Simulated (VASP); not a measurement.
Runs of VASP 6.6.1 on SrO. The structure is that of space group Fm-3m (No. 225), or close to it. The cells are those of the table. 

```csv
task,cell,gap on the mesh (eV),pressure (GPa)
single point,"a = 3.581 Å, angles 60.0°, 2 atoms",3.06,0.8
single point,"a = 3.590, b = 3.590, c = 3.581 Å, angles 60.1, 60.1, 59.8°, 2 atoms",3.05,(b)
single point,"a = 3.599 Å, angles 60.0°, 2 atoms",3.07,(a)
relaxation of the atoms,"atoms relaxed from a = 3.572 Å, angles 60.3°, 2 atoms",3.05,0.8
relaxation of the atoms,"atoms relaxed from a = 3.590 Å, angles 59.7°, 2 atoms",3.05,0.8
single point,"a = 3.563 Å, angles 60.0°, 2 atoms",(c),2.5
single point,"a = 3.590 Å, angles 59.7°, 2 atoms",3.05,0.8
single point,"a = 3.572, b = 3.572, c = 3.581 Å, angles 59.9, 59.9, 60.2°, 2 atoms",3.03,1.4
single point,"a = 3.572 Å, angles 60.3°, 2 atoms",3.05,0.8
```

Alike in all rows: level LDA; potentials or basis VASP PAW LDA potentials, release 64 (Sr_sv, O); no spin polarisation; k mesh 8 × 8 × 8; cutoff (eV) 520; smearing gaussian 0.01 eV.

Fill in the values left out.

(a) -0.7; (b) 0.3; (c) 3.04.

Caveats: the relaxation stopped at its first step, so nothing moved (some runs).

A k mesh can miss the band edges, and the runs leave out spin-orbit coupling on Sr.
